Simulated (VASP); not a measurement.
## PdC18: single point with PBE

The system is PdC18, a slab with vacuum.

```
C Pd
1.0
     7.39800    0.00000    0.00000
    -3.69900    6.40686    0.00000
     0.00000    0.00000   13.00000
C Pd
18 1
Direct
  0.00273 0.00419 0.07698
  0.22377 0.11543 0.07691
  0.00208 0.33650 0.07302
  0.22367 0.44855 0.07494
  0.00259 0.66947 0.07552
  0.22386 0.78197 0.07437
  0.33538 0.00338 0.07613
  0.55716 0.11542 0.07524
  0.33391 0.33555 0.07909
  0.55647 0.44692 0.08479
  0.33499 0.67004 0.07390
  0.55590 0.78340 0.07627
  0.66867 0.00360 0.07436
  0.89058 0.11522 0.07480
  0.66953 0.33595 0.07708
  0.89079 0.44843 0.07305
  0.66863 0.67165 0.08378
  0.89266 0.78333 0.08082
  0.66990 0.61319 0.24202
```

```yaml
Program: VASP 6.6.1
Task: single point
Functional: PBE
Potentials_or_basis: VASP PAW PBE potentials, release 64 (C, Pd)
Cutoff: 520 eV
k_mesh: 2 × 2 × 1
Occupations: gaussian, width 0.02 eV
Spin: no spin polarisation
Dipole_correction: no
Further_INCAR_settings: LREAL = Auto; ALGO = Normal; EDIFF = 1e-06; NBANDS = 56
```

* Largest force: 0.080 eV/Å
* Band gap on the k mesh: 0.13 eV, direct

Forces in eV/Å, atoms in the order of the input:
```
C   -0.004 -0.001 -0.008
C    0.005  0.008 -0.002
C    0.003  0.000  0.002
C    0.007  0.003 -0.001
C   -0.003  0.000 -0.007
C    0.014  0.011 -0.003
C    0.003 -0.003 -0.002
C    0.004  0.001 -0.004
C   -0.006  0.002  0.002
C    0.009 -0.002  0.024
C   -0.002  0.003 -0.004
C   -0.001  0.011 -0.001
C   -0.004 -0.002 -0.001
C    0.009  0.003  0.000
C   -0.002  0.006  0.002
C   -0.001  0.011  0.000
C   -0.005  0.011 -0.008
C    0.008  0.006 -0.007
Pd  -0.035 -0.070  0.019
```

Levels at points of the mesh, in eV from the valence-band top:
```
           k point  band 38  band 39  band 40  band 41  band 42  band 43  band 44  band 45
(0.00, 0.00, 0.00)    -1.49    -1.48    -0.09     0.00     0.13     0.23     0.88     3.41
(0.50, 0.00, 0.00)    -1.54    -1.46    -1.28    -1.07     0.92     1.59     2.34     2.42
(0.00, 0.50, 0.00)    -1.55    -1.37    -1.25    -1.13     0.89     1.61     2.32     2.41
(0.50, 0.50, 0.00)    -1.54    -1.49    -1.24    -1.09     0.94     1.67     2.38     2.42
```

It took 4.7 min on 1 thread of AMD EPYC 7R43 64-Core Processor (Zen 3), on a shared host, peak memory 0.59 GiB.

Caveat: the k points lie up to 0.49 Å⁻¹ apart.
